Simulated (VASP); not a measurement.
Wanted: the native input for a VASP 6.6.1 run.

| Property | Result |
| --- | --- |
| Task | single point |
| Functional | PBEsol |
| Potentials or basis | VASP PAW PBE potentials, release 64 (Ge_d) |
| Cutoff | 520 eV |
| k mesh | 20 × 20 × 20 |
| Occupations | gaussian, width 0.15 eV |
| Spin | no spin polarisation |
| Dipole correction | no |
| Further INCAR settings | ALGO = Fast; EDIFF = 1e-06; NBANDS = 21 |

The structure of Ge lies in POSCAR:

```
Ge
1.0
   -2.3964906375      2.5572668250      1.4369470000
    2.3964906375     -2.5572668250      1.4369470000
    2.5953053625      2.7444591750     -1.4369470000
Ge
2
Direct
    0.1859430000      0.9359430000      0.2500000000
    0.8140570000      0.0640570000      0.7500000000
```

This cell differs from its parent crystal: strain +0.0750 x Voigt [0, 0, 0, 0, 0, 1].

These files were run (other wordings do the same):

INCAR

```
SYSTEM = Ge
PREC     = Accurate       ! precision mode
ENCUT    = 520            ! plane-wave cutoff, eV
EDIFF    = 1E-6           ! SCF threshold, eV
ISMEAR   = 0              ! smearing method
SIGMA    = 0.15           ! smearing width, eV
LREAL    = .FALSE.        ! projectors in reciprocal space
LASPH    = .TRUE.         ! aspherical terms in the spheres
NELM     = 80             ! most SCF steps
ALGO     = Fast           ! electronic algorithm
ISIF     = 2              ! what is computed and relaxed
LWAVE    = .FALSE.        ! write WAVECAR
LCHARG   = .FALSE.        ! write CHGCAR
GGA      = PS             ! functional
NBANDS   = 21             ! bands
```

KPOINTS

```
Automatic mesh
0
G
  20 20 20
  0 0 0
```

Potentials or basis: VASP PAW PBE potentials, release 64 (Ge_d).

Run with:

```bash
$ cat potpaw_PBE.64/Ge_d/POTCAR > POTCAR
$ mpirun -np 1 vasp_std > vasp.out
```

Results of the run:

```json
{"Pressure": "-2.2 GPa", "Largest force": "0.040 eV/Å", "Band gap on the k mesh": "zero (bands 14 and 15 overlap by 5.95 eV)"}
```

Caveat: the cell differs from its parent crystal (strain +0.0750 x Voigt [0, 0, 0, 0, 0, 1]); the PAW data sets were made with another functional, which shifts forces and pressure a little.

Run time: 30 min on 1 thread of Oxide Virtual Turin-like Processor, on a shared host, peak memory 1.2 GiB.
